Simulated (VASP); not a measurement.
Runs of VASP 6.6.1 on Al. The structure is that of space group Fm-3m (No. 225), or close to it. The cells are those of the table. 

| level | potentials or basis | cell | gap on the mesh (eV) | pressure (GPa) |
| --- | --- | --- | --- | --- |
| r2SCAN | VASP PAW PBE potentials, release 64 (Al) | a = 2.891, b = 2.834, c = 2.863 Å, angles 61.0, 59.0, 60.0°, 1 atom | none | -3.6 |
| r2SCAN | VASP PAW PBE potentials, release 64 (Al) | a = 2.855, b = 2.870, c = 2.862 Å, angles 59.8, 60.2, 60.0°, 1 atom | none | (a) |
| r2SCAN | VASP PAW PBE potentials, release 64 (Al) | a = 2.841, b = 2.884, c = 2.863 Å, angles 59.3, 60.7, 60.0°, 1 atom | none | -3.7 |
| LDA | VASP PAW LDA potentials, release 64 (Al) | a = 2.891, b = 2.834, c = 2.863 Å, angles 61.0, 59.0, 60.0°, 1 atom | none | -3.5 |
| r2SCAN | VASP PAW PBE potentials, release 64 (Al) | a = 2.837, b = 2.887, c = 2.863 Å, angles 59.1, 60.9, 60.0°, 1 atom | none | -3.7 |

Alike in all rows: task single point; no spin polarisation; k mesh 20 × 20 × 20; cutoff (eV) 520; smearing gaussian 0.15 eV.

Problem. Fill in the values left out.

Solution. (a) -3.8.

Caveats: the cell stands under tension; the PAW data sets were made with another functional, which shifts forces and pressure a little (at least some runs).

A gap of «none» marks levels without a gap at the run's occupations.
